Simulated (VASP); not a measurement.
# Si2Ni (P1) in VASP: single point with PBEsol

Aim: the single point of Si2Ni with PBEsol.

Everything below comes from runs of VASP 6.6.1. Logs are shortened: lines on timing, memory, paths and dates and some standing lists are left out, and cuts for length are marked.

### 1 The cell of the first run

The typed cell holds 3 atoms: a = 3.598 Å, b = 3.768 Å, c = 3.822 Å, α = 61.36°, β = 63.71°, γ = 64.00°.

### 2 Single point, PBEsol

The input, INCAR:

```
ALGO     = Normal         # electronic algorithm
EDIFF    = 1E-6           # SCF threshold, eV
ENCUT    = 520            # plane-wave cutoff, eV
GGA      = PS             # functional
ISIF     = 2              # what is computed and relaxed
ISMEAR   = 0              # smearing method
LASPH    = True           # aspherical terms in the spheres
LCHARG   = False          # write CHGCAR
LREAL    = False          # projectors in reciprocal space
LWAVE    = False          # write WAVECAR
NBANDS   = 16             # bands
NELM     = 80             # most SCF steps
PREC     = Accurate       # precision mode
SIGMA    = 0.15           # smearing width, eV
```

The input, KPOINTS:

```
k-points
0
Gamma
  12 12 12
```

The input, POSCAR:

```
Si2Ni
1.0
   -0.0852558624      2.5576558733      2.5295397367
    2.7504612378     -0.1282954879      2.5725793622
    2.7741243525      2.6243586134     -0.1519586026
Si Ni
2 1
Direct
    0.2527858124      0.2505081646      0.2500262243
    0.7486708596      0.7499710740      0.7481958665
   -0.0014566720     -0.0004792386      0.0017779091
```

Potentials or basis: VASP PAW PBE potentials, release 64 (Si, Ni).

Started as:

```bash
$ cat potpaw_PBE.64/Si/POTCAR potpaw_PBE.64/Ni/POTCAR > POTCAR
$ mpirun -np 1 vasp_std > vasp.out
```

OUTCAR:

```text
EDIFF = 1E-6
   ENCUT = 520
   GGA = PS
   ISIF = 2
   ISMEAR = 0
   LASPH = True
   LREAL = False
   NELM = 80
   PREC = Accurate

 ion  position               nearest neighbor table
   1  0.253  0.251  0.250-   3 2.24   3 2.32   3 2.38   3 2.41   2 2.62   2 2.64   2 2.64   2 2.67
                             2 2.80   2 2.81
   2  0.749  0.750  0.748-   3 2.24   3 2.33   3 2.38   3 2.39   1 2.62   1 2.64   1 2.64   1 2.67
                             1 2.80   1 2.81
   3  0.999  1.000  0.002-   2 2.24   1 2.24   1 2.32   2 2.33   1 2.38   2 2.38   2 2.39   1 2.41

  LATTYP: Found a triclinic cell.
 ALAT       =     6.3036640097
 B/A-ratio  =     0.5708197012
 C/A-ratio  =     0.6144177356
 COS(alpha) =     0.0105119018
 COS(beta)  =     0.3215332614
 COS(gamma) =     0.8393700202

  Lattice vectors:

 A1 = (  -2.6888684901,  -5.1820144867,  -2.3775811341)
 A2 = (   0.0852558624,  -2.5576558733,  -2.5295397367)
 A3 = (  -0.0236631147,  -2.7526541013,   2.7245379648)

Analysis of symmetry for initial positions (statically):
=====================================================================
 Subroutine PRICEL returns:
 Original cell was already a primitive cell.

 Routine SETGRP: Setting up the symmetry group for a
 triclinic supercell.

 Subroutine GETGRP returns: Found  1 space group operations
 (whereof  1 operations were pure point group operations)
 out of a pool of  2 trial point group operations.

The static configuration has the point symmetry C_1 .

Analysis of symmetry for dynamics (positions and initial velocities):
=====================================================================
 Subroutine PRICEL returns:
 Original cell was already a primitive cell.

 Routine SETGRP: Setting up the symmetry group for a
 triclinic supercell.

 Subroutine GETGRP returns: Found  1 space group operations
 (whereof  1 operations were pure point group operations)
 out of a pool of  2 trial point group operations.

The dynamic configuration has the point symmetry C_1 .

 Subroutine INISYM returns: Found  1 space group operations
 (whereof  1 operations are pure point group operations),
 and found     1 'primitive' translations

----------------------------------------------------------------------------------------

                                     Primitive cell

  volume of cell :      39.0550

  direct lattice vectors                    reciprocal lattice vectors
    -0.085255862  2.557655873  2.529539737    -0.172368987  0.193435062  0.193934178
     2.750461238 -0.128295488  2.572579362     0.179927605 -0.179344459  0.187402192
     2.774124352  2.624358613 -0.151958603     0.176783939  0.183759410 -0.179843575

  length of vectors
     3.598255606  3.768243799  3.821794797     0.323633522  0.315686489  0.312031718

  position of ions in fractional coordinates (direct lattice)
     0.252785812  0.250508165  0.250026224
     0.748670860  0.749971074  0.748195866
     0.998543328  0.999520761  0.001777909

  ion indices of the primitive-cell ions
   primitive index   ion index
                 1           1
                 2           2
                 3           3

----------------------------------------------------------------------------------------

 KPOINTS: k-points

Automatic generation of k-mesh.
 Grid dimensions read from file:
 generate k-points for:   12   12   12

 Generating k-lattice:

  Cartesian coordinates                     Fractional coordinates (reciprocal lattice)
    -0.014364082  0.016119589  0.016161182     0.083333333 -0.000000000  0.000000000
     0.014993967 -0.014945372  0.015616849     0.000000000  0.083333333  0.000000000
     0.014731995  0.015313284 -0.014986965     0.000000000 -0.000000000  0.083333333

  Length of vectors
     0.026969460  0.026307207  0.026002643

  Shift w.r.t. Gamma in fractional coordinates (k-lattice)
     0.000000000  0.000000000  0.000000000

 Subroutine IBZKPT returns following result:
 ===========================================

 Found    868 irreducible k-points:

 Following reciprocal coordinates:
            Coordinates               Weight
  0.000000  0.000000  0.000000      1.000000
  0.083333  0.000000 -0.000000      2.000000
  0.166667  0.000000 -0.000000      2.000000
  0.250000  0.000000  0.000000      2.000000
  0.333333  0.000000 -0.000000      2.000000
  0.416667 -0.000000  0.000000      2.000000
[... 16 lines left out ...]
  0.250000  0.166667  0.000000      2.000000
  0.333333  0.166667 -0.000000      2.000000
 [... further k-points ...]
   k-points           NKPTS =    868   k-points in BZ     NKDIM =    868   number of bands    NBANDS=     16
   number of dos      NEDOS =    301   number of ions     NIONS =      3
   total plane-waves  NPLWV =  21952
   dimension x,y,z NGX =    28 NGY =   28 NGZ =   28
   dimension x,y,z NGXF=    56 NGYF=   56 NGZF=   56
   ions per type =               2   1
   NGX,Y,Z   is equivalent  to a cutoff of  12.94, 12.35, 12.18 a.u.
   NGXF,Y,Z  is equivalent  to a cutoff of  25.87, 24.71, 24.36 a.u.
 SYSTEM =  unknown system
   PREC   = accura    normal or accurate (medium, high low for compatibility)
   ISTART =      0    job   : 0-new  1-cont  2-samecut
   ICHARG =      2    charge: 1-file 2-atom 10-const
   ISPIN  =      1    spin polarized calculation?
   LNONCOLLINEAR =      F non collinear calculations
   LSORBIT =      F    spin-orbit coupling
   LASPH  =      T    aspherical Exc in radial PAW
   ENCUT  =  520.0 eV  38.22 Ry    6.18 a.u.   6.69  7.01  7.11*2*pi/ulx,y,z
   NELM   =     80;   NELMIN=  2; NELMDL= -5     # of ELM steps
   EDIFF  = 0.1E-05   stopping-criterion for ELM
   LREAL  =      F    real-space projection
   EDIFFG = 0.1E-04   stopping-criterion for IOM
   NSW    =      0    number of steps for IOM
   IBRION =     -1    ionic relax: 0-MD 1-quasi-New 2-CG
   NFREE  =      0    steps in history (QN), initial steepest desc. (CG)
   ISIF   =      2    stress and relaxation
   ISYM   =      2    0-nonsym 1-usesym 2-fastsym
   POTIM  = 0.5000    time-step for ionic-motion
   TEBEG  =    0.0;   TEEND  =   0.0 temperature during run
   PSTRESS=    0.0 pullay stress
   NELECT =      18.0000    total number of electrons
   NUPDOWN=      -1.0000    fix difference up-down
   EMIN   =  10.00;   EMAX   =-10.00  energy-range for DOS
   EFERMI =   0.00;   METHOD = LEGACY
   ISMEAR =     0;   SIGMA  =   0.15  broadening in eV -4-tet -1-fermi 0-gaus
   EFERMI_NEDOS =   21; number of points for ismear=-14 and -15
   IALGO  =     38    algorithm
   IMIX   =      4    mixing-type and parameters
     AMIX     =   0.40;   BMIX     =  1.00
     AMIX_MAG =   1.60;   BMIX_MAG =  1.00
  volume/ion in A,a.u.               =      13.02        87.85
  Fermi-wavevector in a.u.,A,eV,Ry     =   1.264562  2.389675 21.757298  1.599116
  Thomas-Fermi vector in A             =   2.397860
   LORBIT       =      0    0 simple, 1 ext, 2 COOP (PROOUT), +10 PAW based schemes
   GGA     = PS    functional components
   LHFCALC =     F    Hartree Fock is set to
   AEXX    =    0.0000 exact exchange contribution
   IVDW    =     0    specifies the selected vdW correction
   LEPSILON=     F    determine dielectric tensor
   LRPA    =     F    only Hartree local field effects (RPA)
 non-spin polarized calculation
 Gauss-broadening in eV      SIGMA  =   0.15
  energy-cutoff  :      520.00
  volume of cell :       39.06
 maximum number of plane-waves:      1068
   NGX = 13   NGY = 13   NGZ = 15

 number of electron      18.0000000 magnetization

 Free energy of the ion-electron system (eV)
  ---------------------------------------------------
  ext. energy  EPLUGINS =         0.00000000
  ---------------------------------------------------
  free energy    TOTEN  =       -18.85016073 eV

  energy without entropy =      -18.83980785  energy(sigma->0) =      -18.84498429

 E-fermi :  10.4505     XC(G=0): -11.7528

 val. band max:       10.4450333302   @ k =   0.2500  -0.0000   0.1667
 cond. band min:      10.4544919786   @ k =   0.0000   0.5000   0.4167
 fundamental gap:      0.0094586483
 Fermi energy:        10.4505028377

 k-point     1 :       0.0000    0.0000    0.0000
  band No.  band energies     occupation
      1      -3.4454      2.00000
      2       5.0334      2.00000
      3       5.2764      2.00000
      4       5.3799      2.00000
      5       6.8321      2.00000
      6       7.0438      2.00000
[... 8 lines left out ...]
     15      15.7917      0.00000
     16      16.2943      0.00000

 k-point     2 :       0.0833    0.0000   -0.0000
  band No.  band energies     occupation
      1      -3.3400      2.00000
      2       5.0453      2.00000
      3       5.1019      2.00000
      4       5.4106      2.00000
      5       6.8146      2.00000
      6       7.0180      2.00000
[... 8 lines left out ...]
     15      15.3393      0.00000
     16      15.6832      0.00000

 k-point     3 :       0.1667    0.0000   -0.0000
  band No.  band energies     occupation
      1      -3.0256      2.00000
      2       4.4980      2.00000
      3       5.1883      2.00000
      4       5.4923      2.00000
      5       6.7816      2.00000
      6       6.9579      2.00000
[... 8 lines left out ...]
     15      15.3467      0.00000
     16      15.9102      0.00000

 k-point     4 :       0.2500    0.0000    0.0000
  band No.  band energies     occupation
      1      -2.5077      2.00000
      2       3.6201      2.00000
      3       5.3432      2.00000
      4       5.5906      2.00000
      5       6.7810      2.00000
      6       6.9094      2.00000
[... 8 lines left out ...]
     15      16.0596      0.00000
     16      17.5478      0.00000
[... 324 lines left out ...]
 k-point    22 :       0.1667    0.1667   -0.0000
  band No.  band energies     occupation
      1      -2.8588      2.00000
      2       4.3784      2.00000
      3       5.1973      2.00000
      4       5.4232      2.00000
      5       6.6649      2.00000
      6       6.9860      2.00000
[... 8 lines left out ...]
     15      16.4283      0.00000
     16      16.8392      0.00000

 k-point    23 :       0.2500    0.1667    0.0000
  band No.  band energies     occupation
      1      -2.4542      2.00000
      2       3.9615      2.00000
      3       5.1923      2.00000
      4       5.5297      2.00000
      5       6.4633      2.00000
      6       7.0168      2.00000
[... 8 lines left out ...]
     15      17.3780      0.00000
     16      18.1263      0.00000

 k-point    24 :       0.3333    0.1667   -0.0000
  band No.  band energies     occupation
      1      -1.8513      2.00000
      2       3.1819      2.00000
      3       5.2962      2.00000
      4       5.6173      2.00000
      5       6.2810      2.00000
      6       7.0471      2.00000
[... 8 lines left out ...]
     15      18.3251      0.00000
     16      19.5088      0.00000

 [... further k-points ...]

------------------------ aborting loop because EDIFF is reached ----------------------------------------

  FORCE on cell =-STRESS in cart. coord.  units (eV):
  Direction    XX          YY          ZZ          XY          YZ          ZX
  --------------------------------------------------------------------------------------
  -------------------------------------------------------------------------------------
  Total       -0.3158056      0.6538848      0.8840011      0.7946589      2.4103491      1.1866201
  in kB      -12.9554774     26.8247027     36.2648973     32.5997603     98.8811702     48.6794175
  external PRESSURE =      16.7113742 kB  Pullay stress =       0.0000000 kB

 VOLUME and BASIS-vectors are now :
 -----------------------------------------------------------------------------
  energy-cutoff  :      520.00
  volume of cell :       39.06
      direct lattice vectors                 reciprocal lattice vectors
    -0.085255862  2.557655873  2.529539737    -0.172368987  0.193435062  0.193934178
     2.750461238 -0.128295488  2.572579362     0.179927605 -0.179344459  0.187402192
     2.774124352  2.624358613 -0.151958603     0.176783939  0.183759410 -0.179843575

 POSITION                                       TOTAL-FORCE (eV/Angst)
 -----------------------------------------------------------------------------------
      1.36107      1.27056      1.24589         0.542438      0.258849      0.147117
      4.07453      3.78216      3.70946        -0.495554     -0.263929     -0.207717
      2.66894      2.43036      5.09693        -0.046884      0.005080      0.060600
 -----------------------------------------------------------------------------------
    total drift:                                0.000065     -0.000150     -0.000028

  FREE ENERGIE OF THE ION-ELECTRON SYSTEM (eV)
  ---------------------------------------------------
  free  energy   TOTEN  =       -18.8501607325 eV

  energy  without entropy=      -18.8398078541  energy(sigma->0) =      -18.84498429
```

It took 5.9 min on 1 thread of Intel Xeon 8259CL, shared host; peak memory 0.6 GiB.

What came out:

```yaml
Free_energy: -18.8502 eV
Pressure: 1.7 GPa
Largest_force: 0.619 eV/Å
Band_gap_on_the_k_mesh: zero (bands 9 and 10 overlap by 2.39 eV)
```

Forces on the atoms (eV/Å):
```
Si   0.542  0.259  0.147
Si  -0.496 -0.264 -0.208
Ni  -0.047  0.005  0.061
```

Caveat: the PAW data sets were made with another functional, which shifts forces and pressure a little. Spin polarisation is off, so any magnetic state and its effect on volume and gap are missing.
